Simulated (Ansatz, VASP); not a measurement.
Two plane-wave programs on Pt

Contents of INCAR:

```
  ALGO = Normal
  EDIFF = 1E-6
  ENCUT = 570
  GGA_COMPAT = False
  ISIF = 2
  ISMEAR = -1
  LASPH = True
  LCHARG = False
  LREAL = False
  LWAVE = False
  NBANDS = 25
  NELM = 120
  PREC = Accurate
  SIGMA = 0.08
```

The input KPOINTS:

```
k-points
0
Gamma
  16 16 9
```

POSCAR

```
Pt
1.0
    2.4045094753      0.0000000000      0.0000000000
   -1.2022547376      2.0823662892      0.0000000000
    0.0000000000      0.0000000000      4.0361397156
Pt
2
Direct
    0.3333333333      0.6666666667      0.2500000000
    0.6666666667      0.3333333333      0.7500000000
```

Input for Ansatz:

```yaml
crystal:
  lattice:
    - [2.4045094753, 0.0, 0.0]
    - [-1.2022547376, 2.0823662892, 0.0]
    - [0.0, 0.0, 4.0361397156]
  atoms:
    - { symbol: Pt, position: [0.3333333333, 0.6666666667, 0.25] }
    - { symbol: Pt, position: [0.6666666667, 0.3333333333, 0.75] }
kpoints:
  mp_grid: { grid: [16, 16, 9] }
scf:
  occupations: { method: fermi_dirac, width: 0.08 }
hamiltonian:
  xc: lda
  pseudopotentials: { kind: paw }
output:
  forces: true
  stress: true
  eigenvalues: true
  populations: true
```

Change from the starting cell: volume scaled by 0.68, PAW files.

Alike in both runs: task single point; functional LDA; k mesh 16 × 16 × 9; occupations fermi-dirac, width 0.08 eV; no spin polarisation.

|  | VASP | Ansatz |
| --- | --- | --- |
| version | VASP 6.6.1 | Ansatz 0.2.0 |
| potentials or method | VASP PAW LDA potentials, release 64 (Pt_sv_GW) | PAW with Ansatz's default frozen-core files, scalar-relativistic |
| plane-wave cutoff (eV) | 570 | 420 |
| valence electrons in the cell | 36 | 36 |

VASP gave:

```
pressure (GPa)                                                : 312.2
traceless stress, the component that is largest in VASP (GPa) : -0.50
```

Which values does Ansatz return?

Pressure (GPa): 311.6; traceless stress, the component that is largest in VASP (GPa): -0.01.

LDA's correlation is that of Perdew and Zunger in VASP and of Perdew and Wang (1992) in Ansatz. Both programs put the cell under a high pressure, so it lies far from rest at this level.

Spin-orbit coupling is off throughout. Noted on VASP's run: the cell as given lies far from equilibrium.
